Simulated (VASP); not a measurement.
# SiNi (P2_13) in VASP: single point with PBEsol

Aim: the single point of SiNi with PBEsol.

All numbers are computed with VASP 6.6.1; they aren't measurements. Logs are shortened: lines on timing, memory, paths and dates and some standing lists are left out, and cuts for length are marked.

### Step 1. The cell of the first run

It takes space group P2_13 (No. 198, cubic). The conventional cell has a = 4.585 Å, b = 4.585 Å, c = 4.585 Å, α = 90.00°, β = 90.00°, γ = 90.00°. Within 3.0 Å of Si (site symmetry 3) lie 7 Ni at 2.28 to 2.52 Å and 6 Si at 2.81 Å. Ni (site symmetry 3) has 7 Si at 2.28 to 2.52 Å and 6 Ni at 2.82 Å within 3.0 Å.

### Step 2. Single point, PBEsol, collinear spin, ferromagnetic start

Input file INCAR:

```
SYSTEM = SiNi
PREC = Accurate ; ENCUT = 520
EDIFF = 1E-7 ; ISMEAR = -1
SIGMA = 0.15 ; LREAL = .False.
LASPH = .True. ; NELM = 150
ALGO = Normal ; ISIF = 2
LWAVE = .False. ; LCHARG = .False.
ISPIN = 2 ; MAGMOM = 0 0 0 0 1.5 1.5 1.5 1.5
LORBIT = 11 ; LMAXMIX = 4
GGA = PS ; NBANDS = 42
```

Input file KPOINTS:

```
regular mesh
0
Gamma
  6 6 6
  0 0 0
```

Input file POSCAR:

```
SiNi
1.0
    4.5849745476      0.0000000000      0.0000000000
    0.0000000000      4.5849745476      0.0000000000
    0.0000000000      0.0000000000      4.5849745476
Si Ni
4 4
Direct
    0.8601000000      0.8601000000      0.8601000000
    0.6399000000      0.1399000000      0.3601000000
    0.3601000000      0.6399000000      0.1399000000
    0.1399000000      0.3601000000      0.6399000000
    0.1470000000      0.1470000000      0.1470000000
    0.3530000000      0.8530000000      0.6470000000
    0.6470000000      0.3530000000      0.8530000000
    0.8530000000      0.6470000000      0.3530000000
```

Potentials or basis: VASP PAW PBE potentials, release 64 (Si, Ni).

Run with:

```
cat potpaw_PBE.64/Si/POTCAR potpaw_PBE.64/Ni/POTCAR > POTCAR
mpirun -np 1 vasp_std > vasp.out
```

OUTCAR:

```text
SYSTEM = SiNi
   PREC = Accurate
   ENCUT = 520
   EDIFF = 1E-7
   ISMEAR = -1
   LREAL = .False.
   LASPH = .True.
   NELM = 150
   ISIF = 2
   ISPIN = 2
   LORBIT = 11
   GGA = PS

 ion  position               nearest neighbor table
   1  0.860  0.860  0.860-   5 2.28   6 2.46   7 2.46   8 2.46   8 2.52   7 2.52   6 2.52   2 2.81
                             3 2.81   4 2.81   4 2.81   3 2.81   2 2.81
   2  0.640  0.140  0.360-   6 2.28   5 2.46   7 2.46   8 2.46   5 2.52   8 2.52   7 2.52   4 2.81
                             1 2.81   1 2.81   3 2.81   3 2.81   4 2.81
   3  0.360  0.640  0.140-   7 2.28   6 2.46   5 2.46   8 2.46   5 2.52   6 2.52   8 2.52   4 2.81
                             1 2.81   4 2.81   2 2.81   1 2.81   2 2.81
   4  0.140  0.360  0.640-   8 2.28   6 2.46   7 2.46   5 2.46   7 2.52   5 2.52   6 2.52   3 2.81
                             1 2.81   3 2.81   1 2.81   2 2.81   2 2.81
   5  0.147  0.147  0.147-   1 2.28   2 2.46   3 2.46   4 2.46   4 2.52   3 2.52   2 2.52   6 2.82
                             6 2.82   7 2.82   8 2.82   8 2.82   7 2.82
   6  0.353  0.853  0.647-   2 2.28   1 2.46   3 2.46   4 2.46   1 2.52   4 2.52   3 2.52   7 2.82
                             8 2.82   5 2.82   5 2.82   7 2.82   8 2.82
   7  0.647  0.353  0.853-   3 2.28   2 2.46   1 2.46   4 2.46   1 2.52   2 2.52   4 2.52   6 2.82
                             8 2.82   8 2.82   6 2.82   5 2.82   5 2.82
   8  0.853  0.647  0.353-   4 2.28   2 2.46   3 2.46   1 2.46   3 2.52   1 2.52   2 2.52   6 2.82
                             7 2.82   7 2.82   5 2.82   5 2.82   6 2.82

  LATTYP: Found a simple cubic cell.
 ALAT       =     4.5849745476

  Lattice vectors:

 A1 = (   4.5849745476,   0.0000000000,   0.0000000000)
 A2 = (   0.0000000000,   4.5849745476,   0.0000000000)
 A3 = (   0.0000000000,   0.0000000000,   4.5849745476)

Analysis of symmetry for initial positions (statically):
=====================================================================
 Subroutine PRICEL returns:
 Original cell was already a primitive cell.

 Routine SETGRP: Setting up the symmetry group for a
 simple cubic supercell.

 Subroutine GETGRP returns: Found 12 space group operations
 (whereof  3 operations were pure point group operations)
 out of a pool of 48 trial point group operations.

The static configuration has the point symmetry C_3 .
 The point group associated with its full space group is T   .

Analysis of symmetry for dynamics (positions and initial velocities):
=====================================================================
 Subroutine PRICEL returns:
 Original cell was already a primitive cell.

 Routine SETGRP: Setting up the symmetry group for a
 simple cubic supercell.

 Subroutine GETGRP returns: Found 12 space group operations
 (whereof  3 operations were pure point group operations)
 out of a pool of 48 trial point group operations.

The dynamic configuration has the point symmetry C_3 .
 The point group associated with its full space group is T   .

Analysis of structural, dynamic, and magnetic symmetry:
=====================================================================
 Subroutine PRICEL returns:
 Original cell was already a primitive cell.

 Routine SETGRP: Setting up the symmetry group for a
 simple cubic supercell.

 Subroutine GETGRP returns: Found 12 space group operations
 (whereof  3 operations were pure point group operations)
 out of a pool of 48 trial point group operations.

The overall configuration has the point symmetry C_3 .
 The point group associated with its full space group is T   .

 Subroutine INISYM returns: Found 12 space group operations
 (whereof  3 operations are pure point group operations),
 and found     1 'primitive' translations

----------------------------------------------------------------------------------------

                                     Primitive cell

  volume of cell :      96.3853

  direct lattice vectors                    reciprocal lattice vectors
     4.584974548  0.000000000  0.000000000     0.218103719  0.000000000  0.000000000
     0.000000000  4.584974548  0.000000000     0.000000000  0.218103719  0.000000000
     0.000000000  0.000000000  4.584974548     0.000000000  0.000000000  0.218103719

  length of vectors
     4.584974548  4.584974548  4.584974548     0.218103719  0.218103719  0.218103719

  position of ions in fractional coordinates (direct lattice)
     0.860100000  0.860100000  0.860100000
     0.639900000  0.139900000  0.360100000
[... 80 lines left out ...]
   ISTART =      0    job   : 0-new  1-cont  2-samecut
   ICHARG =      2    charge: 1-file 2-atom 10-const
   ISPIN  =      2    spin polarized calculation?
   LNONCOLLINEAR =      F non collinear calculations
   LSORBIT =      F    spin-orbit coupling
   LASPH  =      T    aspherical Exc in radial PAW
   ENCUT  =  520.0 eV  38.22 Ry    6.18 a.u.   8.53  8.53  8.53*2*pi/ulx,y,z
   NELM   =    150;   NELMIN=  2; NELMDL= -5     # of ELM steps
   EDIFF  = 0.1E-06   stopping-criterion for ELM
   LREAL  =      F    real-space projection
   EDIFFG = 0.1E-05   stopping-criterion for IOM
   NSW    =      0    number of steps for IOM
   IBRION =     -1    ionic relax: 0-MD 1-quasi-New 2-CG
   NFREE  =      0    steps in history (QN), initial steepest desc. (CG)
   ISIF   =      2    stress and relaxation
   ISYM   =      2    0-nonsym 1-usesym 2-fastsym
   POTIM  = 0.5000    time-step for ionic-motion
   TEBEG  =    0.0;   TEEND  =   0.0 temperature during run
   PSTRESS=    0.0 pullay stress
   NELECT =      56.0000    total number of electrons
   NUPDOWN=      -1.0000    fix difference up-down
   EMIN   =  10.00;   EMAX   =-10.00  energy-range for DOS
   EFERMI =   0.00;   METHOD = LEGACY
   ISMEAR =    -1;   SIGMA  =   0.15  broadening in eV -4-tet -1-fermi 0-gaus
   EFERMI_NEDOS =   21; number of points for ismear=-14 and -15
   IALGO  =     38    algorithm
   IMIX   =      4    mixing-type and parameters
     AMIX     =   0.40;   BMIX     =  1.00
     AMIX_MAG =   1.60;   BMIX_MAG =  1.00
  volume/ion in A,a.u.               =      12.05        81.31
  Fermi-wavevector in a.u.,A,eV,Ry     =   1.366052  2.581464 25.389807  1.866098
  Thomas-Fermi vector in A             =   2.492227
   LORBIT       =     11    0 simple, 1 ext, 2 COOP (PROOUT), +10 PAW based schemes
   GGA     = PS    functional components
   LHFCALC =     F    Hartree Fock is set to
   AEXX    =    0.0000 exact exchange contribution
   IVDW    =     0    specifies the selected vdW correction
   LEPSILON=     F    determine dielectric tensor
   LRPA    =     F    only Hartree local field effects (RPA)
 spin polarized calculation
  energy-cutoff  :      520.00
  volume of cell :       96.39
 maximum number of plane-waves:      2624
 NGX is ok and might be reduce to    36
   NGX = 17   NGY = 17   NGZ = 17

 number of electron      55.9999941 magnetization       0.0002900

 number of electron      55.9999941 magnetization      -0.0000851

 Free energy of the ion-electron system (eV)
  ---------------------------------------------------
  ext. energy  EPLUGINS =         0.00000000
  ---------------------------------------------------
  free energy    TOTEN  =       -51.17399439 eV

  energy without entropy =      -50.92474884  energy(sigma->0) =      -51.04937162

 E-fermi :  10.9080     XC(G=0): -12.4014

 val. band max:       10.8350779364   @ k =   0.3333   0.0000   0.0000
 cond. band min:      10.9220213456   @ k =   0.3333   0.0000   0.0000
 fundamental gap:      0.0869434092
 Fermi energy:        10.9079704145

 spin component 1

 k-point     1 :       0.0000    0.0000    0.0000
  band No.  band energies     occupation
      1      -2.7308      1.00000
      2       2.4897      1.00000
      3       2.4897      1.00000
      4       2.4897      1.00000
      5       5.0509      1.00000
      6       5.0509      1.00000
[... 1021 lines left out ...]
     39      17.2247      0.00000
     40      17.2247      0.00000
 Fermi energy:        10.9079704145

 spin component 2

 k-point     1 :       0.0000    0.0000    0.0000
  band No.  band energies     occupation
      1      -2.7308      1.00000
      2       2.4897      1.00000
      3       2.4897      1.00000
      4       2.4897      1.00000
      5       5.0509      1.00000
      6       5.0509      1.00000
[... 1021 lines left out ...]
     39      17.2247      0.00000
     40      17.2247      0.00000
 [bands above 40 left out]

------------------------ aborting loop because EDIFF is reached ----------------------------------------

  FORCE on cell =-STRESS in cart. coord.  units (eV):
  Direction    XX          YY          ZZ          XY          YZ          ZX
  --------------------------------------------------------------------------------------
  -------------------------------------------------------------------------------------
  Total       -6.9518180     -6.9518180     -6.9518180     -0.0000000      0.0000000      0.0000000
  in kB     -115.5575141   -115.5575141   -115.5575141     -0.0000000      0.0000000      0.0000000
  external PRESSURE =    -115.5575141 kB  Pullay stress =       0.0000000 kB

 VOLUME and BASIS-vectors are now :
 -----------------------------------------------------------------------------
  energy-cutoff  :      520.00
  volume of cell :       96.39
      direct lattice vectors                 reciprocal lattice vectors
     4.584974548  0.000000000  0.000000000     0.218103719  0.000000000  0.000000000
     0.000000000  4.584974548  0.000000000     0.000000000  0.218103719  0.000000000
     0.000000000  0.000000000  4.584974548     0.000000000  0.000000000  0.218103719

 POSITION                                       TOTAL-FORCE (eV/Angst)
 -----------------------------------------------------------------------------------
      3.94354      3.94354      3.94354        -0.558927     -0.558927     -0.558927
      2.93393      0.64144      1.65105         0.558927      0.558927     -0.558927
      1.65105      2.93393      0.64144        -0.558927      0.558927      0.558927
      0.64144      1.65105      2.93393         0.558927     -0.558927      0.558927
      0.67399      0.67399      0.67399         0.141260      0.141260      0.141260
      1.61850      3.91098      2.96648        -0.141260     -0.141260      0.141260
      2.96648      1.61850      3.91098         0.141260     -0.141260     -0.141260
      3.91098      2.96648      1.61850        -0.141260      0.141260     -0.141260
 -----------------------------------------------------------------------------------
    total drift:                                0.000000      0.000000      0.000000

  FREE ENERGIE OF THE ION-ELECTRON SYSTEM (eV)
  ---------------------------------------------------
  free  energy   TOTEN  =       -51.1739943933 eV

  energy  without entropy=      -50.9247488444  energy(sigma->0) =      -51.04937162

 total charge

# of ion       s       p       d       tot
------------------------------------------
    1        0.745   0.812   0.000   1.557
    2        0.745   0.812   0.000   1.557
    3        0.745   0.812   0.000   1.557
    4        0.745   0.812   0.000   1.557
    5        0.436   0.553   8.470   9.458
    6        0.436   0.553   8.470   9.458
    7        0.436   0.553   8.470   9.458
    8        0.436   0.553   8.470   9.458
--------------------------------------------------
tot          4.725   5.458  33.879  44.062

 magnetization (x)

# of ion       s       p       d       tot
------------------------------------------
    1       -0.000  -0.000   0.000  -0.000
    2       -0.000  -0.000   0.000  -0.000
    3       -0.000  -0.000   0.000  -0.000
    4       -0.000  -0.000   0.000  -0.000
    5        0.000   0.000  -0.000  -0.000
    6        0.000   0.000  -0.000  -0.000
    7        0.000   0.000  -0.000  -0.000
    8        0.000   0.000  -0.000  -0.000
--------------------------------------------------
tot         -0.000  -0.000  -0.000  -0.000
```

It took 4.3 min on 1 thread of Intel Xeon 8259CL, shared host; peak memory 0.32 GiB.

What came out:

* Free energy: -51.1740 eV
* Pressure: -11.6 GPa
* Largest force: 0.968 eV/Å
* Band gap on the k mesh: zero (filled and empty bands overlap)
* Net moment: 0.00 μB per cell
* Valence electrons inside the program's atomic spheres: Si 1.56; Ni 9.46

Forces in eV/Å, atoms in the order of the input:
```
Si  -0.559 -0.559 -0.559
Si   0.559  0.559 -0.559
Si  -0.559  0.559  0.559
Si   0.559 -0.559  0.559
Ni   0.141  0.141  0.141
Ni  -0.141 -0.141  0.141
Ni   0.141 -0.141 -0.141
Ni  -0.141  0.141 -0.141
```

Caveat: the cell stands under tension; the PAW data sets were made with another functional, which shifts forces and pressure a little.
